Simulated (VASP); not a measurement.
Crystal: Mg3Be.

```xyz
4
Lattice="0.0000 3.3862 3.3862 3.3862 0.0000 3.3862 3.3862 3.3862 0.0000" Properties=species:S:1:pos:R:3 pbc="T T T"
Mg    1.6931    1.6931    1.6931
Mg    5.0792    5.0792    5.0792
Mg    3.3862    3.3862    3.3862
Be    0.0000    0.0000    0.0000
```

The cell was built from a structure type or drawn by symmetry, and may not be a known phase.

| Item | Value |
| --- | --- |
| Program | VASP 6.6.1 |
| Task | relaxation of cell and atoms |
| Functional | PBE |
| Potentials or basis | VASP PAW PBE potentials, release 64 (Mg, Be) |
| Cutoff | 600 eV |
| k mesh | 12 × 12 × 12 |
| Occupations | gaussian, width 0.1 eV |
| Spin | no spin polarisation |

At the start: pressure -2.1 GPa; volume 19.41 Å³/atom.

Q: Where does the relaxation end?

A: Over 3 steps the energy falls by 6.3 meV/atom and the volume is 18.48 Å³/atom (-4.8 %); space group Fm-3m (No. 225, to 0.1 Å) before and after.

Step by step:
```csv
step,energy change (eV),largest force (eV/Å),pressure (GPa),volume (Å³)
1,0.0000,0.0000,-2.06,77.65
2,-0.0234,0.0000,-0.60,74.88
3,-0.0253,0.0000,-0.02,73.91
```

Final structure:
```yaml
crystal:
  lattice:
    - [0.00000, 3.33092, 3.33092]
    - [3.33092, 0.00000, 3.33092]
    - [3.33092, 3.33092, 0.00000]
  atoms:
    - { symbol: Mg, position: [0.25000, 0.25000, 0.25000] }
    - { symbol: Mg, position: [0.75000, 0.75000, 0.75000] }
    - { symbol: Mg, position: [0.50000, 0.50000, 0.50000] }
    - { symbol: Be, position: [0.00000, 0.00000, 0.00000] }
```
